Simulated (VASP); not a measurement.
Runs of VASP 6.6.1 on HfO2. The structure is that of space group P4_2/nmc (No. 137), or close to it. The cells are those of the table. 

```csv
cell,gap on the mesh (eV),pressure (GPa),largest force (eV/Å)
"a = 3.510, b = 3.510, c = 5.102 Å, 6 atoms",4.90,(c),0.35
"a = 3.534, b = 3.534, c = 5.137 Å, 6 atoms",4.83,12.3,0.22
"a = 3.605, b = 3.605, c = 5.240 Å, 6 atoms",4.60,(b),0.12
"a = 3.628, b = 3.628, c = 5.273 Å, 6 atoms",4.52,(a),0.21
"a = 3.558, b = 3.558, c = 5.172 Å, 6 atoms",4.76,6.5,0.10
"a = 3.582, b = 3.582, c = 5.206 Å, 6 atoms",4.67,1.4,0.01
"a = 3.485, b = 3.485, c = 5.066 Å, 6 atoms",4.96,25.6,0.49
```

Alike in all rows: task single point; level PBE; potentials or basis VASP PAW PBE potentials, release 64 (Hf_pv, O); no spin polarisation; k mesh 6 × 6 × 4; cutoff (eV) 520; smearing gaussian 0.01 eV.

Task: Estimate the missing entries.

Result: (a) -7.5; (b) -3.3; (c) 18.6.

Caveats: spin-orbit coupling is left out, which moves the levels of the heavy elements; the cell stands under pressure (at least some runs); the cell stands under tension (at least some runs).

A k mesh can miss the band edges, and the runs leave out spin-orbit coupling on Hf.
